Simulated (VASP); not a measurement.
Input of a VASP 6.6.1 run:

The input POSCAR:

```
KI
1.0
    0.0000000000      3.5442850827      3.5442850827
    3.5442850827      0.0000000000      3.5442850827
    3.5442850827      3.5442850827      0.0000000000
K I
1 1
Direct
    0.0000000000      0.0000000000      0.0000000000
    0.5000000000      0.5000000000      0.5000000000
```

Contents of INCAR.step1:

```
SYSTEM = KI
PREC     = Accurate       ! precision mode
ENCUT    = 520            ! plane-wave cutoff, eV
EDIFF    = 1E-5           ! SCF threshold, eV
ISMEAR   = 0              ! smearing method
SIGMA    = 0.01           ! smearing width, eV
LREAL    = .False.        ! projectors in reciprocal space
LASPH    = .True.         ! aspherical terms in the spheres
NELM     = 100            ! most SCF steps
ALGO     = Normal         ! electronic algorithm
ISIF     = 2              ! what is computed and relaxed
LWAVE    = .True.         ! write WAVECAR
NBANDS   = 15             ! bands
GGA      = PE             ! functional
```

The input INCAR.step2:

```
SYSTEM = KI
PREC     = Accurate       ! precision mode
ENCUT    = 520            ! plane-wave cutoff, eV
EDIFF    = 1E-6           ! SCF threshold, eV
ISMEAR   = 0              ! smearing method
SIGMA    = 0.01           ! smearing width, eV
LREAL    = .False.        ! projectors in reciprocal space
LASPH    = .True.         ! aspherical terms in the spheres
NELM     = 100            ! most SCF steps
ALGO     = Normal         ! electronic algorithm
ISIF     = 2              ! what is computed and relaxed
LWAVE    = .False.        ! write WAVECAR
LCHARG   = .True.         ! write CHGCAR
GGA      = PE             ! functional
LHFCALC  = .True.         ! exact exchange
HFSCREEN = 0.2079         ! screening, 1/A
PRECFOCK = Normal       
LELF     = .True.         ! ELF
LVHAR    = .True.       
NBANDS   = 15             ! bands
ISTART   = 1
```

File KPOINTS:

```
regular mesh
0
Gamma
  4 4 4
  0 0 0
```

Potentials or basis: VASP PAW PBE potentials, release 64 (K_sv, I).

Launch:

```sh
$ cat potpaw_PBE.64/K_sv/POTCAR potpaw_PBE.64/I/POTCAR > POTCAR
$ cp INCAR.step1 INCAR
$ mpirun -np 1 vasp_std > vasp.out
$ cp INCAR.step2 INCAR
$ mpirun -np 1 vasp_std > vasp.out
```

(1) Predict the pressure.

(2) Estimate the band gap on the k mesh.

Answers

(1) 0.3 GPa.

(2) 4.93 eV.

Caveat: the PAW data sets were made with another functional, which shifts forces and pressure a little; spin-orbit coupling is left out, which moves the levels of the heavy elements.
